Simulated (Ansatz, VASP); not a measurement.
**MgZn2TeSe2 in VASP and in Ansatz**

INCAR

```
PREC = Accurate
ENCUT = 520
EDIFF = 1E-6
ISMEAR = 0
SIGMA = 0.1
LREAL = False
LASPH = True
NELM = 100
ALGO = Normal
ISIF = 2
LWAVE = False
LCHARG = False
GGA = PE
NBANDS = 31
```

KPOINTS

```
regular mesh
0
Gamma
  6 6 2
```

Contents of POSCAR:

```
MgZn2TeSe2
1.0
    4.7235380600      0.0000000000      0.0000000000
   -2.3617690300      4.0907039500      0.0000000000
    0.0000000000      0.0000000000      7.8786425300
Mg Zn Te Se
1 2 1 2
Direct
    0.3333333300      0.6666666700      0.5000000000
    0.0000000000      0.0000000000      0.1833236100
    0.0000000000      0.0000000000      0.8166763900
    0.6666666700      0.3333333300      0.0000000000
    0.0000000000      0.0000000000      0.6101286900
    0.0000000000      0.0000000000      0.3898713100
```

Input for Ansatz:

```yaml
crystal:
  lattice:
    - [4.72353806, 0.0, 0.0]
    - [-2.36176903, 4.09070395, 0.0]
    - [0.0, 0.0, 7.87864253]
  atoms:
    - { symbol: Mg, position: [0.33333333, 0.66666667, 0.5] }
    - { symbol: Zn, position: [0.0, 0.0, 0.18332361] }
    - { symbol: Zn, position: [0.0, 0.0, 0.81667639] }
    - { symbol: Te, position: [0.66666667, 0.33333333, 0.0] }
    - { symbol: Se, position: [0.0, 0.0, 0.61012869] }
    - { symbol: Se, position: [0.0, 0.0, 0.38987131] }
basis:
  ecutwfc: 420
kpoints:
  mp_grid: { grid: [6, 6, 2] }
hamiltonian:
  xc: pbe
scf:
  occupations: { method: gaussian, width: 0.1 }
  lower_state_search: "off"
output:
  forces: true
  stress: true
  eigenvalues: true
```

Alike in both runs: task single point; functional PBE; k mesh 6 × 6 × 2; occupations gaussian, width 0.1 eV; no spin polarisation.

|  | VASP | Ansatz |
| --- | --- | --- |
| version | VASP 6.6.1 | Ansatz 0.2.0 |
| potentials or method | VASP PAW PBE potentials, release 64 (Mg, Zn, Te, Se), cutoff 520 eV | scalar-relativistic, plane waves, PAW |
| valence electrons in the cell | 44 | 82 |

Ansatz gave:

- gap on the k mesh at the Fermi level (eV): none
- rms of the force components (eV/Å): 10.861

Q: What did VASP give for the same quantities?

A: gap on the k mesh at the Fermi level (eV): none; rms of the force components (eV/Å): 11.000.

Atom by atom the forces differ by 0.358 eV/Å (rms over components). A gap of «none» marks a metal or a gap that the smearing closes. The functional is the same, so the differences come from potentials, cutoffs and numerics. VASP's potentials hold 44 valence electrons a cell and Ansatz's 82, so a difference there can come from the potentials and not from the codes.

The k mesh is coarse, so the values compare programs but aren't converged. Neither program's run includes spin-orbit coupling.
